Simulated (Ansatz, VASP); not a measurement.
## One calculation of Ta2N, two programs

Contents of INCAR:

```
ALGO = Normal
EDIFF = 1E-6
ENCUT = 520
GGA = PE
ISIF = 2
ISMEAR = 0
LASPH = T
LCHARG = F
LREAL = F
LWAVE = F
NBANDS = 20
NELM = 60
PREC = Accurate
SIGMA = 0.15
```

Contents of KPOINTS:

```
k-points
0
Gamma
  18 18 10
```

The input POSCAR:

```
Ta2N
1.0
    3.2561970625      0.0000000000      0.0000000000
   -1.6280985312      2.8199493758      0.0000000000
    0.0000000000      0.0000000000      5.1259845407
Ta N
2 1
Direct
    0.6666666667      0.3333333333      0.7449050326
    0.3333333333      0.6666666667      0.2550949674
    0.0000000000      0.0000000000      0.0000000000
```

Input for Ansatz:

```yaml
crystal:
  lattice:
    - [3.2561970625, 0.0, 0.0]
    - [-1.6280985312, 2.8199493758, 0.0]
    - [0.0, 0.0, 5.1259845407]
  atoms:
    - { symbol: Ta, position: [0.6666666667, 0.3333333333, 0.7449050326] }
    - { symbol: Ta, position: [0.3333333333, 0.6666666667, 0.2550949674] }
    - { symbol: "N", position: [0.0, 0.0, 0.0] }
basis:
  ecutwfc: 420
kpoints:
  mp_grid: { grid: [18, 18, 10] }
hamiltonian:
  xc: pbe
scf:
  occupations: { method: gaussian, width: 0.15 }
output:
  forces: true
  stress: true
  eigenvalues: true
```

Change from the starting cell: strain +0.050 along x and y, +0.050 along z, atoms carried along.

Alike in both runs: task single point; functional PBE; k mesh 18 × 18 × 10; occupations gaussian, width 0.15 eV; no spin polarisation.

|  | VASP | Ansatz |
| --- | --- | --- |
| version | VASP 6.6.1 | Ansatz 0.2.0 |
| potentials or method | VASP PAW PBE potentials, release 64 (Ta_pv, N), cutoff 520 eV | scalar-relativistic, plane waves, PAW |
| valence electrons in the cell | 27 | 31 |

|  | VASP | Ansatz | Ansatz less VASP |
| --- | --- | --- | --- |
| gap on the k mesh at the Fermi level (eV) | none | none | - |
| pressure (GPa) | -29.7 | -29.9 | -0.18 |
| traceless stress, the component that is largest in VASP (GPa) | -0.43 | -0.39 | +0.043 |
| rms of the force components (eV/Å) | 0.285 | 0.298 | +0.0131 |

Atom by atom the forces differ by 0.013 eV/Å (rms over components). A gap of «none» marks a metal or a gap that the smearing closes. Both programs put the cell under strong tension, so it lies far from rest at this level. VASP's potentials hold 27 valence electrons a cell and Ansatz's 31, so a difference there can come from the potentials and not from the codes.

Spin-orbit coupling is off throughout.
